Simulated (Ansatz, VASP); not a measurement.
Two plane-wave programs on Mg5O

INCAR

```
PREC = Accurate ; ENCUT = 520
EDIFF = 1E-6 ; ISMEAR = 0
SIGMA = 0.1 ; LREAL = False
LASPH = True ; NELM = 150
ALGO = Normal ; ISIF = 2
LWAVE = False ; LCHARG = False
ISPIN = 2 ; MAGMOM = 0 0 0 0 0 1
LORBIT = 11 ; GGA = PE
NBANDS = 21
```

File KPOINTS:

```
Automatic mesh
0
Gamma
  3 3 4
```

File POSCAR:

```
Mg5O
1.0
    5.9004836673      0.0000000000      0.0000000000
   -2.9502418336      5.1099687505      0.0000000000
    0.0000000000      0.0000000000      6.6621354412
Mg O
5 1
Direct
    0.5000000000      0.0000000000      0.5000000000
    0.0000000000      0.5000000000      0.5000000000
    0.5000000000      0.5000000000      0.5000000000
    0.0000000000      0.0000000000      0.7279835387
    0.0000000000      0.0000000000      0.2720164613
    0.0000000000      0.0000000000      0.0000000000
```

Input for Ansatz:

```yaml
crystal:
  lattice:
    - [5.9004836673, 0.0, 0.0]
    - [-2.9502418336, 5.1099687505, 0.0]
    - [0.0, 0.0, 6.6621354412]
  atoms:
    - { symbol: Mg, position: [0.5, 0.0, 0.5] }
    - { symbol: Mg, position: [0.0, 0.5, 0.5] }
    - { symbol: Mg, position: [0.5, 0.5, 0.5] }
    - { symbol: Mg, position: [0.0, 0.0, 0.7279835387] }
    - { symbol: Mg, position: [0.0, 0.0, 0.2720164613] }
    - { symbol: O, position: [0.0, 0.0, 0.0], spin: 1.0 }
basis:
  ecutwfc: 420
kpoints:
  mp_grid: { grid: [3, 3, 4] }
hamiltonian:
  xc: pbe
scf:
  occupations: { method: gaussian, width: 0.1 }
  lower_state_search: "off"
output:
  forces: true
  stress: true
  eigenvalues: true
  populations: true
magnetization:
  spin_polarized: true
```

Alike in both runs: task single point; functional PBE; k mesh 3 × 3 × 4; occupations gaussian, width 0.1 eV; collinear spin.

|  | VASP | Ansatz |
| --- | --- | --- |
| version | VASP 6.6.1 | Ansatz 0.2.0 |
| potentials or method | VASP PAW PBE potentials, release 64 (Mg, O), cutoff 520 eV | scalar-relativistic, plane waves, PAW |
| valence electrons in the cell | 16 | 56 |

Ansatz gave:

| Quantity | Value |
| --- | --- |
| gap on the k mesh at the Fermi level (eV) | none |
| pressure (GPa) | 0.5 |
| traceless stress, the component that is largest in VASP (GPa) | -1.01 |
| rms of the force components (eV/Å) | 0.082 |
| net moment per atom (μB) | 0.00 |

**Question.** Which values does VASP return?

**Answer.** gap on the k mesh at the Fermi level (eV): none; pressure (GPa): 0.5; traceless stress, the component that is largest in VASP (GPa): -0.97; rms of the force components (eV/Å): 0.096; net moment per atom (μB): 0.00.

Atom by atom the forces differ by 0.013 eV/Å (rms over components). A gap of «none» marks a metal or a gap that the smearing closes. VASP's potentials hold 16 valence electrons a cell and Ansatz's 56, so a difference there can come from the potentials and not from the codes. Ansatz's warnings: seeded moment not kept.

The k mesh is coarse, so the values compare programs but aren't converged.
